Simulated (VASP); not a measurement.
# Pd (P6_3/mmc) in VASP: notebook

The runs below take Pd through single point, with LDA, PBEsol.

Program: VASP 6.6.1. These are calculated values, not measurements. Logs are shortened: lines on timing, memory, paths and dates and some standing lists are left out, and cuts for length are marked.

**1. The cell of the first run**

The structure is hexagonal, space group P6_3/mmc (No. 194). The conventional cell has a = 2.727 Å, b = 2.727 Å, c = 4.534 Å, α = 90.00°, β = 90.00°, γ = 120.00°. Within 3.6 Å of Pd (site symmetry -6m2) lie 12 Pd at 2.73 to 2.76 Å.

**2. Single point, LDA (volume scaled by 0.94)**

File INCAR:

```
ALGO = Normal
EDIFF = 1E-6
ENCUT = 520
GGA = CA
ISIF = 2
ISMEAR = -1
LASPH = True
LCHARG = False
LREAL = False
LWAVE = False
NBANDS = 17
NELM = 100
PREC = Accurate
SIGMA = 0.05
```

File KPOINTS:

```
k-points
0
Gamma
  11 11 6
```

File POSCAR:

```
Pd
1.0
    2.7268396102      0.0000000000      0.0000000000
   -1.3634198051      2.3615123745      0.0000000000
    0.0000000000      0.0000000000      4.5343992815
Pd
2
Direct
    0.3333333333      0.6666666667      0.2500000000
    0.6666666667      0.3333333333      0.7500000000
```

Potentials or basis: VASP PAW LDA potentials, release 64 (Pd).

The run is started by

```
$ cat potpaw_LDA.64/Pd/POTCAR > POTCAR
$ mpirun -np 1 vasp_std > vasp.out
```

OUTCAR:

```text
EDIFF = 1E-6
   ENCUT = 520
   GGA = CA
   ISIF = 2
   ISMEAR = -1
   LASPH = True
   LREAL = False
   NELM = 100
   PREC = Accurate

 ion  position               nearest neighbor table
   1  0.333  0.667  0.250-   2 2.76   2 2.76   2 2.76   2 2.76   2 2.76   2 2.76
   2  0.667  0.333  0.750-   1 2.76   1 2.76   1 2.76   1 2.76   1 2.76   1 2.76

  LATTYP: Found a hexagonal cell.
 ALAT       =     2.7268396102
 C/A-ratio  =     1.6628771507

  Lattice vectors:

 A1 = (   2.7268396102,   0.0000000000,   0.0000000000)
 A2 = (  -1.3634198051,   2.3615123745,   0.0000000000)
 A3 = (   0.0000000000,   0.0000000000,   4.5343992815)

Analysis of symmetry for initial positions (statically):
=====================================================================
 Subroutine PRICEL returns:
 Original cell was already a primitive cell.

 Routine SETGRP: Setting up the symmetry group for a
 hexagonal supercell.

 Subroutine GETGRP returns: Found 24 space group operations
 (whereof 12 operations were pure point group operations)
 out of a pool of 24 trial point group operations.

The static configuration has the point symmetry D_3d.
 The point group associated with its full space group is D_6h.

Analysis of symmetry for dynamics (positions and initial velocities):
=====================================================================
 Subroutine PRICEL returns:
 Original cell was already a primitive cell.

 Routine SETGRP: Setting up the symmetry group for a
 hexagonal supercell.

 Subroutine GETGRP returns: Found 24 space group operations
 (whereof 12 operations were pure point group operations)
 out of a pool of 24 trial point group operations.

The dynamic configuration has the point symmetry D_3d.
 The point group associated with its full space group is D_6h.

 Subroutine INISYM returns: Found 24 space group operations
 (whereof 12 operations are pure point group operations),
 and found     1 'primitive' translations

----------------------------------------------------------------------------------------

                                     Primitive cell

  volume of cell :      29.1991

  direct lattice vectors                    reciprocal lattice vectors
     2.726839610  0.000000000  0.000000000     0.366724906  0.211728723  0.000000000
    -1.363419805  2.361512375  0.000000000     0.000000000  0.423457447  0.000000000
     0.000000000  0.000000000  4.534399281     0.000000000  0.000000000  0.220536379

  length of vectors
     2.726839610  2.726839610  4.534399281     0.423457447  0.423457447  0.220536379

  position of ions in fractional coordinates (direct lattice)
     0.333333333  0.666666667  0.250000000
     0.666666667  0.333333333  0.750000000

  ion indices of the primitive-cell ions
   primitive index   ion index
                 1           1
                 2           2

----------------------------------------------------------------------------------------

 KPOINTS: k-points

Automatic generation of k-mesh.
 Grid dimensions read from file:
 generate k-points for:   11   11    6

 Generating k-lattice:

  Cartesian coordinates                     Fractional coordinates (reciprocal lattice)
     0.033338628  0.019248066  0.000000000     0.090909091  0.000000000  0.000000000
     0.000000000  0.038496132  0.000000000     0.000000000  0.090909091  0.000000000
     0.000000000  0.000000000  0.036756063     0.000000000  0.000000000  0.166666667

  Length of vectors
     0.038496132  0.038496132  0.036756063

  Shift w.r.t. Gamma in fractional coordinates (k-lattice)
     0.000000000  0.000000000  0.000000000

 Subroutine IBZKPT returns following result:
 ===========================================

 Found     64 irreducible k-points:

 Following reciprocal coordinates:
            Coordinates               Weight
  0.000000  0.000000  0.000000      1.000000
  0.090909  0.000000  0.000000      6.000000
  0.181818  0.000000  0.000000      6.000000
  0.272727  0.000000  0.000000      6.000000
  0.363636  0.000000  0.000000      6.000000
  0.454545  0.000000  0.000000      6.000000
[... 16 lines left out ...]
  0.090909  0.090909  0.166667     12.000000
  0.181818  0.090909  0.166667     24.000000
 [... further k-points ...]
   k-points           NKPTS =     64   k-points in BZ     NKDIM =     64   number of bands    NBANDS=     17
   number of dos      NEDOS =    301   number of ions     NIONS =      2
   total plane-waves  NPLWV =  14400
   dimension x,y,z NGX =    20 NGY =   20 NGZ =   36
   dimension x,y,z NGXF=    40 NGYF=   40 NGZF=   72
   ions per type =               2
   NGX,Y,Z   is equivalent  to a cutoff of  12.19, 12.19, 13.20 a.u.
   NGXF,Y,Z  is equivalent  to a cutoff of  24.39, 24.39, 26.40 a.u.
 SYSTEM =  unknown system
   PREC   = accura    normal or accurate (medium, high low for compatibility)
   ISTART =      0    job   : 0-new  1-cont  2-samecut
   ICHARG =      2    charge: 1-file 2-atom 10-const
   ISPIN  =      1    spin polarized calculation?
   LNONCOLLINEAR =      F non collinear calculations
   LSORBIT =      F    spin-orbit coupling
   LASPH  =      T    aspherical Exc in radial PAW
   ENCUT  =  520.0 eV  38.22 Ry    6.18 a.u.   5.07  5.07  8.43*2*pi/ulx,y,z
   NELM   =    100;   NELMIN=  2; NELMDL= -5     # of ELM steps
   EDIFF  = 0.1E-05   stopping-criterion for ELM
   LREAL  =      F    real-space projection
   EDIFFG = 0.1E-04   stopping-criterion for IOM
   NSW    =      0    number of steps for IOM
   IBRION =     -1    ionic relax: 0-MD 1-quasi-New 2-CG
   NFREE  =      0    steps in history (QN), initial steepest desc. (CG)
   ISIF   =      2    stress and relaxation
   ISYM   =      2    0-nonsym 1-usesym 2-fastsym
   POTIM  = 0.5000    time-step for ionic-motion
   TEBEG  =    0.0;   TEEND  =   0.0 temperature during run
   PSTRESS=    0.0 pullay stress
   NELECT =      20.0000    total number of electrons
   NUPDOWN=      -1.0000    fix difference up-down
   EMIN   =  10.00;   EMAX   =-10.00  energy-range for DOS
   EFERMI =   0.00;   METHOD = LEGACY
   ISMEAR =    -1;   SIGMA  =   0.05  broadening in eV -4-tet -1-fermi 0-gaus
   EFERMI_NEDOS =   21; number of points for ismear=-14 and -15
   IALGO  =     38    algorithm
   IMIX   =      4    mixing-type and parameters
     AMIX     =   0.40;   BMIX     =  1.00
     AMIX_MAG =   1.60;   BMIX_MAG =  1.00
  volume/ion in A,a.u.               =      14.60        98.52
  Fermi-wavevector in a.u.,A,eV,Ry     =   1.443095  2.727054 28.334454  2.082524
  Thomas-Fermi vector in A             =   2.561541
   LORBIT       =      0    0 simple, 1 ext, 2 COOP (PROOUT), +10 PAW based schemes
   GGA     = CA    functional components
   LHFCALC =     F    Hartree Fock is set to
   AEXX    =    0.0000 exact exchange contribution
   IVDW    =     0    specifies the selected vdW correction
   LEPSILON=     F    determine dielectric tensor
   LRPA    =     F    only Hartree local field effects (RPA)
 non-spin polarized calculation
  energy-cutoff  :      520.00
  volume of cell :       29.20
 maximum number of plane-waves:       801
   NGX = 11   NGY = 11   NGZ = 17

 number of electron      19.9999998 magnetization

 Free energy of the ion-electron system (eV)
  ---------------------------------------------------
  ext. energy  EPLUGINS =         0.00000000
  ---------------------------------------------------
  free energy    TOTEN  =       -12.90780161 eV

  energy without entropy =      -12.86318497  energy(sigma->0) =      -12.88549329

 E-fermi :   9.7817     XC(G=0): -13.5790

 val. band max:        9.7815965868   @ k =   0.3636   0.0000   0.0000
 cond. band min:       9.7985605349   @ k =   0.4545   0.0000   0.3333
 fundamental gap:      0.0169639481
 Fermi energy:         9.7817106989

 k-point     1 :       0.0000    0.0000    0.0000
  band No.  band energies     occupation
      1       2.4511      2.00000
      2       4.3187      2.00000
      3       6.7421      2.00000
      4       6.9497      2.00000
      5       6.9497      2.00000
      6       7.3167      2.00000
[... 9 lines left out ...]
     16      29.3574      0.00000
     17      32.1398      0.00000

 k-point     2 :       0.0909    0.0000    0.0000
  band No.  band energies     occupation
      1       2.7226      2.00000
      2       4.5131      2.00000
      3       6.5742      2.00000
      4       7.0814      2.00000
      5       7.1360      2.00000
      6       7.2391      2.00000
[... 9 lines left out ...]
     16      29.0805      0.00000
     17      30.5688      0.00000

 k-point     3 :       0.1818    0.0000    0.0000
  band No.  band energies     occupation
      1       3.4625      2.00000
      2       4.9341      2.00000
      3       6.3145      2.00000
      4       6.9160      2.00000
      5       6.9622      2.00000
      6       7.5710      2.00000
[... 9 lines left out ...]
     16      28.8568      0.00000
     17      29.1900      0.00000

 k-point     4 :       0.2727    0.0000    0.0000
  band No.  band energies     occupation
      1       4.3416      2.00000
      2       5.0145      2.00000
      3       5.9856      2.00000
      4       6.4955      2.00000
      5       6.9271      2.00000
      6       7.3485      2.00000
[... 9 lines left out ...]
     16      27.1858      0.00000
     17      28.8761      0.00000
[... 343 lines left out ...]
      1       4.4645      2.00000
      2       4.5551      2.00000
      3       5.4832      2.00000
      4       6.3310      2.00000
      5       7.1130      2.00000
      6       7.6173      2.00000
[... 9 lines left out ...]
     16      23.7469      0.00000
     17      24.9579      0.00000

 k-point    23 :       0.0909    0.0909    0.1667
  band No.  band energies     occupation
      1       3.4531      2.00000
      2       4.9181      2.00000
      3       6.3652      2.00000
      4       6.7761      2.00000
      5       6.9394      2.00000
      6       7.3376      2.00000
[... 9 lines left out ...]
     16      28.8225      0.00000
     17      29.0339      0.00000

 k-point    24 :       0.1818    0.0909    0.1667
  band No.  band energies     occupation
      1       4.2487      2.00000
      2       5.3005      2.00000
      3       6.0831      2.00000
      4       6.2812      2.00000
      5       6.7835      2.00000
      6       7.2711      2.00000
[... 9 lines left out ...]
     16      27.5068      0.00000
     17      28.7774      0.00000

 [... further k-points ...]
[... 5 lines left out ...]
  --------------------------------------------------------------------------------------
  -------------------------------------------------------------------------------------
  Total       -1.0023867     -1.0023867     -0.9148314     -0.0000000     -0.0000000      0.0000000
  in kB      -55.0017254    -55.0017254    -50.1974950     -0.0000000     -0.0000000      0.0000000
  external PRESSURE =     -53.4003153 kB  Pullay stress =       0.0000000 kB

 VOLUME and BASIS-vectors are now :
 -----------------------------------------------------------------------------
  energy-cutoff  :      520.00
  volume of cell :       29.20
      direct lattice vectors                 reciprocal lattice vectors
     2.726839610  0.000000000  0.000000000     0.366724906  0.211728723  0.000000000
    -1.363419805  2.361512375  0.000000000     0.000000000  0.423457447  0.000000000
     0.000000000  0.000000000  4.534399281     0.000000000  0.000000000  0.220536379

 POSITION                                       TOTAL-FORCE (eV/Angst)
 -----------------------------------------------------------------------------------
     -0.00000      1.57434      1.13360        -0.000000      0.000000      0.000000
      1.36342      0.78717      3.40080         0.000000     -0.000000      0.000000
 -----------------------------------------------------------------------------------
    total drift:                               -0.000000      0.000000     -0.000000

  FREE ENERGIE OF THE ION-ELECTRON SYSTEM (eV)
  ---------------------------------------------------
  free  energy   TOTEN  =       -12.9078016142 eV

  energy  without entropy=      -12.8631849704  energy(sigma->0) =      -12.88549329
```

It took 12 s on 1 thread of Intel Xeon Platinum 8488C (Sapphire Rapids), shared host; peak memory 0.14 GiB.

What came out:

| Property | Result |
| --- | --- |
| Free energy | -12.9078 eV |
| Pressure | -5.3 GPa |
| Band gap on the k mesh | zero (band 10 reaches 9.94 eV, above the bottom of band 11 at 9.05 eV) |

**3. Single point, LDA (volume scaled by 0.98)**

File INCAR:

```
  ALGO = Normal
  EDIFF = 1E-6
  ENCUT = 520
  ISIF = 2
  ISMEAR = -1
  LASPH = True
  LCHARG = False
  LREAL = False
  LWAVE = False
  NBANDS = 17
  NELM = 100
  PREC = Accurate
  SIGMA = 0.05
```

KPOINTS is that of step 2.

File POSCAR:

```
Pd
1.0
    2.7649821671      0.0000000000      0.0000000000
   -1.3824910836      2.3945447978      0.0000000000
    0.0000000000      0.0000000000      4.5978256680
Pd
2
Direct
    0.3333333333      0.6666666667      0.2500000000
    0.6666666667      0.3333333333      0.7500000000
```

Potentials or basis: VASP PAW LDA potentials, release 64 (Pd).

The run is started by

```
$ cat potpaw_LDA.64/Pd/POTCAR > POTCAR
$ mpirun -np 1 vasp_std > vasp.out
```

OUTCAR:

```text
EDIFF = 1E-6
   ENCUT = 520
   ISIF = 2
   ISMEAR = -1
   LASPH = True
   LREAL = False
   NELM = 100
   PREC = Accurate

 ion  position               nearest neighbor table
   1  0.333  0.667  0.250-   2 2.80   2 2.80   2 2.80   2 2.80   2 2.80   2 2.80
   2  0.667  0.333  0.750-   1 2.80   1 2.80   1 2.80   1 2.80   1 2.80   1 2.80

  LATTYP: Found a hexagonal cell.
 ALAT       =     2.7649821671
 C/A-ratio  =     1.6628771508

  Lattice vectors:

 A1 = (   2.7649821671,   0.0000000000,   0.0000000000)
 A2 = (  -1.3824910836,   2.3945447978,   0.0000000000)
 A3 = (   0.0000000000,   0.0000000000,   4.5978256680)

[... 660 lines left out ...]
     16      26.5362      0.00000
     17      27.8076      0.00000

 [... further k-points ...]
[... 5 lines left out ...]
  --------------------------------------------------------------------------------------
  -------------------------------------------------------------------------------------
  Total       -2.4182436     -2.4182436     -2.3088035      0.0000000      0.0000000      0.0000000
  in kB     -127.2749195   -127.2749195   -121.5149626      0.0000000      0.0000000      0.0000000
  external PRESSURE =    -125.3549339 kB  Pullay stress =       0.0000000 kB

 VOLUME and BASIS-vectors are now :
 -----------------------------------------------------------------------------
  energy-cutoff  :      520.00
  volume of cell :       30.44
      direct lattice vectors                 reciprocal lattice vectors
     2.764982167  0.000000000  0.000000000     0.361665985  0.208807954  0.000000000
    -1.382491084  2.394544798  0.000000000     0.000000000  0.417615908  0.000000000
     0.000000000  0.000000000  4.597825668     0.000000000  0.000000000  0.217494110

 POSITION                                       TOTAL-FORCE (eV/Angst)
 -----------------------------------------------------------------------------------
     -0.00000      1.59636      1.14946        -0.000000     -0.000000      0.000000
      1.38249      0.79818      3.44837         0.000000      0.000000      0.000000
 -----------------------------------------------------------------------------------
    total drift:                               -0.000000      0.000000     -0.000000

  FREE ENERGIE OF THE ION-ELECTRON SYSTEM (eV)
  ---------------------------------------------------
  free  energy   TOTEN  =       -12.8378675816 eV

  energy  without entropy=      -12.7908284425  energy(sigma->0) =      -12.81434801
```

OSZICAR:

```text
N       E                     dE             d eps       ncg     rms          rms(c)
DAV:   1     0.105667702558E+03    0.10567E+03   -0.10409E+04  2176   0.115E+03
DAV:   2    -0.116656812945E+02   -0.11733E+03   -0.11078E+03  2272   0.253E+02
DAV:   3    -0.134800625703E+02   -0.18144E+01   -0.17886E+01  2630   0.347E+01
DAV:   4    -0.134914589071E+02   -0.11396E-01   -0.11395E-01  2542   0.265E+00
DAV:   5    -0.134916348152E+02   -0.17591E-03   -0.17591E-03  2687   0.352E-01    0.107E+01
DAV:   6    -0.128683722401E+02    0.62326E+00   -0.14086E+00  2326   0.122E+01    0.498E+00
DAV:   7    -0.128457477295E+02    0.22625E-01   -0.11169E-02  2542   0.955E-01    0.254E+00
DAV:   8    -0.128378532341E+02    0.78945E-02   -0.16391E-03  2439   0.337E-01    0.809E-02
DAV:   9    -0.128378633993E+02   -0.10165E-04   -0.31184E-05  2717   0.475E-02    0.253E-02
DAV:  10    -0.128378669751E+02   -0.35758E-05   -0.25063E-06  2524   0.139E-02    0.682E-03
DAV:  11    -0.128378675816E+02   -0.60650E-06   -0.27543E-07  1327   0.442E-03
   1 F= -.12837868E+02 E0= -.12814348E+02  d E =-.470391E-01
```

stdout:

```text
POSCAR found type information on POSCAR Pd
 POSCAR found :  1 types and       2 ions
 scaLAPACK will be used
 LDA part: xc-table for (Slater(with rela. corr.)+CA(PZ))
 , standard interpolation
 POSCAR, INCAR and KPOINTS ok, starting setup
 FFT: planning ... GRIDC
 FFT: planning ... GRID_SOFT
 FFT: planning ... GRID
 WAVECAR not read
 entering main loop
```

It took 12 s on 1 thread of Intel Xeon Platinum 8488C (Sapphire Rapids), shared host; peak memory 0.15 GiB.

Results:

```
Free energy            : -12.8379 eV
Pressure               : -12.5 GPa
Band gap on the k mesh : zero (band 10 reaches 9.21 eV, above the bottom of band 11 at 8.39 eV)
```

**4. Single point, PBEsol (volume scaled by 0.98)**

File INCAR:

```
SYSTEM = Pd
PREC = Accurate ; ENCUT = 520
EDIFF = 1E-6 ; ISMEAR = -1
SIGMA = 0.05 ; LREAL = .FALSE.
LASPH = .TRUE. ; NELM = 80
ALGO = Normal ; ISIF = 2
LWAVE = .FALSE. ; LCHARG = .FALSE.
GGA = PS ; NBANDS = 17
```

File KPOINTS:

```
Automatic mesh
0
G
  11 11 6
  0 0 0
```

POSCAR is that of step 3.

Potentials or basis: VASP PAW PBE potentials, release 64 (Pd).

The run is started by

```
$ cat potpaw_PBE.64/Pd/POTCAR > POTCAR
$ mpirun -np 1 vasp_std > vasp.out
```

Run time: 13 s. Hardware: 1 thread of Intel Xeon Platinum 8488C (Sapphire Rapids), shared host; peak memory 0.17 GiB.

It converged, with:

* Free energy: -11.8268 eV
* Pressure: -7.6 GPa
* Band gap on the k mesh: zero (band 10 reaches 9.25 eV, above the bottom of band 11 at 8.43 eV)

Stress tensor (GPa, compression positive):
```
-7.69  0.00  0.00
 0.00 -7.69  0.00
 0.00  0.00 -7.27
```

Levels at points of the mesh, in eV from the Fermi level:
```
           k point  band 7  band 8  band 9  band 10  band 11  band 12  band 13  band 14
(0.00, 0.00, 0.00)   -2.29   -1.62   -1.62    -0.23    -0.23     0.83     6.73    17.03
(0.00, 0.00, 0.50)   -2.67   -2.67   -0.68    -0.68    -0.68    -0.68    13.80    13.80
```

Caveat: the PAW data sets were made with another functional, which shifts forces and pressure a little.

**5. Overview**

```tsv
level	potentials or basis	cell	gap on the mesh (eV)	pressure (GPa)
LDA	VASP PAW LDA potentials, release 64 (Pd)	a = 2.727, b = 2.727, c = 4.534 Å, angles 90.0, 90.0, 120.0°, 2 atoms	none	-5.3
LDA	VASP PAW LDA potentials, release 64 (Pd)	a = 2.765, b = 2.765, c = 4.598 Å, angles 90.0, 90.0, 120.0°, 2 atoms	none	-12.5
PBEsol	VASP PAW PBE potentials, release 64 (Pd)	a = 2.765, b = 2.765, c = 4.598 Å, angles 90.0, 90.0, 120.0°, 2 atoms	none	-7.6
```

Alike in all rows: task single point; no spin polarisation; k mesh 11 × 11 × 6; cutoff (eV) 520; smearing fermi-dirac 0.05 eV.

Caveats: the PAW data sets were made with another functional, which shifts forces and pressure a little (some runs).

Absolute energies hang on the potentials; compare differences alone.
